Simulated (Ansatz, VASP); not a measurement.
**Ti in VASP and in Ansatz**

File INCAR:

```
SYSTEM = Ti
  PREC = Accurate
  ENCUT = 520
  EDIFF = 1E-6
  ISMEAR = 0
  SIGMA = 0.15
  LREAL = .FALSE.
  LASPH = .TRUE.
  NELM = 60
  ALGO = Fast
  ISIF = 2
  LWAVE = .FALSE.
  LCHARG = .FALSE.
  GGA = PS
  NBANDS = 12
```

KPOINTS

```
Automatic mesh
0
G
  26 26 26
  0 0 0
```

File POSCAR:

```
Ti
1.0
   -1.6051160629      1.5649881613      1.6051160629
    1.6051160629     -1.5649881613      1.6051160629
    1.6051160629      1.5649881613     -1.6051160629
Ti
1
Direct
    0.0000000000      0.0000000000      0.0000000000
```

Input for Ansatz:

```yaml
crystal:
  lattice:
    - [-1.6051160629, 1.5649881613, 1.6051160629]
    - [1.6051160629, -1.5649881613, 1.6051160629]
    - [1.6051160629, 1.5649881613, -1.6051160629]
  atoms:
    - { symbol: Ti, position: [0.0, 0.0, 0.0] }
basis:
  ecutwfc: 420
kpoints:
  mp_grid: { grid: [26, 26, 26] }
hamiltonian:
  xc: pbesol
scf:
  occupations: { method: gaussian, width: 0.15 }
output:
  forces: true
  stress: true
  eigenvalues: true
  write_density: true
  write_potential: true
  elf: true
  volumetric_format: npy
```

Change from the starting cell: strain -0.0250 x Voigt [0, 1, 0, 0, 0, 0], atoms carried along.

Alike in both runs: task single point; functional PBEsol; k mesh 26 × 26 × 26; occupations gaussian, width 0.15 eV; no spin polarisation.

|  | VASP | Ansatz |
| --- | --- | --- |
| version | VASP 6.6.1 | Ansatz 0.2.0 |
| potentials or method | VASP PAW PBE potentials, release 64 (Ti_sv), cutoff 520 eV | scalar-relativistic, plane waves, PAW |
| valence electrons in the cell | 12 | 12 |

```csv
,VASP,Ansatz,Ansatz less VASP
gap on the k mesh at the Fermi level (eV),none,none,-
pressure (GPa),2.8,3.0,+0.28
"traceless stress, the component that is largest in VASP (GPa)",-0.39,-0.38,+0.001
```

VASP's potentials were made for PBE, not for PBEsol. A gap of «none» marks a metal or a gap that the smearing closes.
